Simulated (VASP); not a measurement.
# AgI (P6_3mc) in VASP: a series of runs, part 2 of 2

VASP 6.6.1. The steps go on from the part before.

### 4 Relaxation of the atoms, PBE (equal strain along all axes, cell held: -4.5 %)

Contents of INCAR:

```
ALGO = Normal
EDIFF = 1E-7
EDIFFG = -0.008
ENCUT = 450
GGA = PE
GGA_COMPAT = False
IBRION = 2
ISIF = 2
ISMEAR = 0
LASPH = True
LCHARG = False
LREAL = False
LWAVE = False
NELM = 120
NELMIN = 4
NSW = 60
PREC = Accurate
SIGMA = 0.02
```

Contents of KPOINTS:

```
k-points
0
Gamma
  6 6 4
```

Contents of POSCAR:

```
AgI
1.0
    4.4754039147      0.0000000000      0.0000000000
   -2.2377019574      3.8758134823      0.0000000000
    0.0000000000      0.0000000000      7.3163814550
Ag I
2 2
Direct
    0.3333333333      0.6666666667      0.0024494355
    0.6666666667      0.3333333333      0.5024494355
    0.3333333333      0.6666666667      0.3774505645
    0.6666666667      0.3333333333      0.8774505645
```

Command:

```console
$ cat potpaw_PBE.64/Ag/POTCAR potpaw_PBE.64/I/POTCAR > POTCAR
$ mpirun -np 1 vasp_std > vasp.out
```

It took 2 min on 1 thread of Oxide Virtual Turin-like, shared host; peak memory 0.21 GiB.

It converged, with:

```
Free energy                  : -9.3242 eV
Energy gained by relaxing    : 0.0 meV/atom
Ionic steps                  : 2
Pressure after relaxing      : 5.1 GPa
Largest force after relaxing : 0.008 eV/Å
Band gap on the k mesh       : 1.38 eV
```

Forces on the atoms (eV/Å):
```
Ag   0.000  0.000  0.008
Ag   0.000  0.000  0.008
I    0.000  0.000 -0.008
I    0.000  0.000 -0.008
```

Stress tensor (GPa, compression positive):
```
5.07 0.00 0.00
0.00 5.07 0.00
0.00 0.00 5.14
```

Final structure:
```
Ag I
1.0
     4.47540    0.00000    0.00000
    -2.23770    3.87581    0.00000
     0.00000    0.00000    7.31638
Ag I
2 2
Cartesian
  0.0000 2.5839 0.0185
  2.2377 1.2919 3.6767
  0.0000 2.5839 2.7610
  2.2377 1.2919 6.4192
```

Levels at points of the mesh, in eV from the valence-band top:
| k point | band 16 | band 17 | band 18 | band 19 | band 20 | band 21 |
| --- | --- | --- | --- | --- | --- | --- |
| (0.00, 0.00, 0.00) | -0.08 | 0.00 | 0.00 | 1.38 | 2.58 | 5.61 |
| (0.50, 0.00, 0.00) | -2.06 | -1.22 | -0.83 | 3.36 | 3.47 | 4.68 |
| (0.00, 0.00, 0.50) | -0.43 | -0.43 | -0.43 | 2.68 | 2.68 | 5.63 |
| (0.50, 0.00, 0.50) | -1.44 | -1.43 | -1.43 | 3.18 | 3.18 | 4.76 |

Caveat: the cell differs from its parent crystal (equal strain along all axes, cell held: -4.5 %); spin-orbit coupling is left out, which moves the levels of the heavy elements.

### 5 Relaxation of the atoms, PBE (equal strain along all axes, cell held: -3.0 %)

INCAR is that of step 4.

KPOINTS is that of step 4.

Contents of POSCAR:

```
AgI
1.0
    4.5456982170      0.0000000000      0.0000000000
   -2.2728491085      3.9366901339      0.0000000000
    0.0000000000      0.0000000000      7.4312984412
Ag I
2 2
Direct
    0.3333333333      0.6666666667      0.0024494355
    0.6666666667      0.3333333333      0.5024494355
    0.3333333333      0.6666666667      0.3774505645
    0.6666666667      0.3333333333      0.8774505645
```

Potentials or basis: VASP PAW PBE potentials, release 64 (Ag, I).

Command:

```console
$ cat potpaw_PBE.64/Ag/POTCAR potpaw_PBE.64/I/POTCAR > POTCAR
$ mpirun -np 1 vasp_std > vasp.out
```

OUTCAR:

```text
EDIFF = 1E-7
   EDIFFG = -0.008
   ENCUT = 450
   GGA = PE
   IBRION = 2
   ISIF = 2
   ISMEAR = 0
   LASPH = True
   LREAL = False
   NELM = 120
   NELMIN = 4
   NSW = 60
   PREC = Accurate

 ion  position               nearest neighbor table
   1  0.333  0.667  0.002-   4 2.78   4 2.78   4 2.78   3 2.79
   2  0.667  0.333  0.502-   3 2.78   3 2.78   3 2.78   4 2.79
   3  0.333  0.667  0.377-   2 2.78   2 2.78   2 2.78   1 2.79
   4  0.667  0.333  0.877-   1 2.78   1 2.78   1 2.78   2 2.79

  LATTYP: Found a hexagonal cell.
 ALAT       =     4.5456982170
[... 723 lines left out ...]
  -------------------------------------------------------------------------------------
  Total        2.4452471      2.4452471      2.4650787      0.0000000     -0.0000000      0.0000000
  in kB       29.4602757     29.4602757     29.6992055      0.0000000     -0.0000000      0.0000000
  external PRESSURE =      29.5399190 kB  Pullay stress =       0.0000000 kB

 VOLUME and BASIS-vectors are now :
 -----------------------------------------------------------------------------
  energy-cutoff  :      450.00
  volume of cell :      132.98
      direct lattice vectors                 reciprocal lattice vectors
     4.545698217  0.000000000  0.000000000     0.219988207  0.127010250  0.000000000
    -2.272849108  3.936690134  0.000000000     0.000000000  0.254020501  0.000000000
     0.000000000  0.000000000  7.431298441     0.000000000  0.000000000  0.134565986

 POSITION                                       TOTAL-FORCE (eV/Angst)
 -----------------------------------------------------------------------------------
     -0.00000      2.62446      0.01820         0.000000     -0.000000      0.007136
      2.27285      1.31223      3.73385        -0.000000      0.000000      0.007136
     -0.00000      2.62446      2.80495        -0.000000     -0.000000     -0.007136
      2.27285      1.31223      6.52060        -0.000000     -0.000000     -0.007136
 -----------------------------------------------------------------------------------
    total drift:                               -0.000000      0.000000      0.000497

  FREE ENERGIE OF THE ION-ELECTRON SYSTEM (eV)
  ---------------------------------------------------
  free  energy   TOTEN  =        -9.4752476246 eV

  energy  without entropy=       -9.4752476246  energy(sigma->0) =       -9.47524762

 reached required accuracy - stopping structural energy minimisation
```

OSZICAR:

```text
N       E                     dE             d eps       ncg     rms          rms(c)
DAV:   1     0.198018757972E+03    0.19802E+03   -0.14728E+04   924   0.126E+03
DAV:   2     0.232242624602E-01   -0.19800E+03   -0.19217E+03  1086   0.255E+02
DAV:   3    -0.948183796555E+01   -0.95051E+01   -0.94689E+01  1122   0.566E+01
DAV:   4    -0.966411720457E+01   -0.18228E+00   -0.18225E+00  1198   0.804E+00
DAV:   5    -0.966583395883E+01   -0.17168E-02   -0.17167E-02  1160   0.813E-01    0.793E+00
DAV:   6    -0.947264119895E+01    0.19319E+00   -0.79064E-01   936   0.105E+01    0.574E+00
DAV:   7    -0.947614511278E+01   -0.35039E-02   -0.20805E-01   990   0.228E+00    0.219E+00
DAV:   8    -0.947504556141E+01    0.10996E-02   -0.12679E-02  1068   0.115E+00    0.597E-01
DAV:   9    -0.947512566921E+01   -0.80108E-04   -0.39503E-03  1068   0.542E-01    0.136E-01
DAV:  10    -0.947519427807E+01   -0.68609E-04   -0.37245E-04  1068   0.203E-01    0.325E-02
DAV:  11    -0.947524916772E+01   -0.54890E-04   -0.12934E-04  1020   0.705E-02    0.535E-02
DAV:  12    -0.947523968702E+01    0.94807E-05   -0.41693E-05  1100   0.615E-02    0.845E-03
DAV:  13    -0.947524820075E+01   -0.85137E-05   -0.23173E-05   984   0.285E-02    0.304E-02
DAV:  14    -0.947524735889E+01    0.84186E-06   -0.18849E-06  1140   0.752E-03    0.132E-02
DAV:  15    -0.947524752184E+01   -0.16296E-06   -0.18045E-07   694   0.272E-03    0.622E-03
DAV:  16    -0.947524769001E+01   -0.16817E-06   -0.38661E-07   970   0.323E-03    0.266E-03
DAV:  17    -0.947524762464E+01    0.65379E-07   -0.27289E-08   672   0.985E-04
   1 F= -.94752476E+01 E0= -.94752476E+01  d E =-.947525E+01
```

It took 85 s on 1 thread of Oxide Virtual Turin-like, shared host; peak memory 0.2 GiB.

What came out:

```
Free energy                  : -9.4752 eV
Pressure after relaxing      : 3.0 GPa
Largest force after relaxing : 0.007 eV/Å
Band gap on the k mesh       : 1.37 eV
```

Forces in eV/Å, atoms in the order of the input:
```
Ag   0.000  0.000  0.007
Ag   0.000  0.000  0.007
I    0.000  0.000 -0.007
I    0.000  0.000 -0.007
```

Final structure:
```cif
data_structure
_symmetry_space_group_name_H-M 'P 1'
_symmetry_Int_Tables_number 1
_cell_length_a 4.5457
_cell_length_b 4.5457
_cell_length_c 7.4313
_cell_angle_alpha 90.000
_cell_angle_beta 90.000
_cell_angle_gamma 120.000
_cell_volume 132.98
loop_
_atom_site_label
_atom_site_type_symbol
_atom_site_fract_x
_atom_site_fract_y
_atom_site_fract_z
_atom_site_occupancy
Ag1 Ag 0.33333 0.66667 0.00245 1
Ag2 Ag 0.66667 0.33333 0.50245 1
I1 I 0.33333 0.66667 0.37745 1
I2 I 0.66667 0.33333 0.87745 1
```

Levels at points of the mesh, in eV from the valence-band top:
```tsv
k point	band 15	band 16	band 17	band 18	band 19	band 20	band 21	band 22
(0.00, 0.00, 0.00)	-0.76	-0.08	0.00	0.00	1.37	2.61	5.69	5.69
(0.50, 0.00, 0.00)	-2.32	-1.89	-1.10	-0.76	3.35	3.55	4.76	5.95
(0.00, 0.00, 0.50)	-0.39	-0.39	-0.39	-0.39	2.67	2.67	5.63	5.63
(0.50, 0.00, 0.50)	-1.32	-1.32	-1.31	-1.31	3.23	3.23	4.83	4.83
```

Caveat: the cell differs from its parent crystal (equal strain along all axes, cell held: -3.0 %); the relaxation stopped at its first step, so nothing moved; spin-orbit coupling is left out, which moves the levels of the heavy elements.

### 6 Overview

| cell | gap on the mesh (eV) | pressure (GPa) | largest force (eV/Å) |
| --- | --- | --- | --- |
| atoms relaxed from a = 4.616, b = 4.616, c = 7.546 Å, angles 90.0, 90.0, 120.0°, 4 atoms | 1.37 | 1.3 | - |
| atoms relaxed from a = 4.757, b = 4.757, c = 7.776 Å, angles 90.0, 90.0, 120.0°, 4 atoms | 1.37 | -1.1 | - |
| atoms relaxed from a = 4.475, b = 4.475, c = 7.316 Å, angles 90.0, 90.0, 120.0°, 4 atoms | 1.38 | 5.1 | 0.01 |
| atoms relaxed from a = 4.546, b = 4.546, c = 7.431 Å, angles 90.0, 90.0, 120.0°, 4 atoms | 1.37 | 3.0 | 0.01 |

Alike in all rows: task relaxation of the atoms; level PBE; potentials or basis VASP PAW PBE potentials, release 64 (Ag, I); no spin polarisation; k mesh 6 × 6 × 4; cutoff (eV) 450; smearing gaussian 0.02 eV.

Caveats: spin-orbit coupling is left out, which moves the levels of the heavy elements; the relaxation stopped at its first step, so nothing moved (at least some runs).

Absolute energies hang on the potentials; compare differences alone.
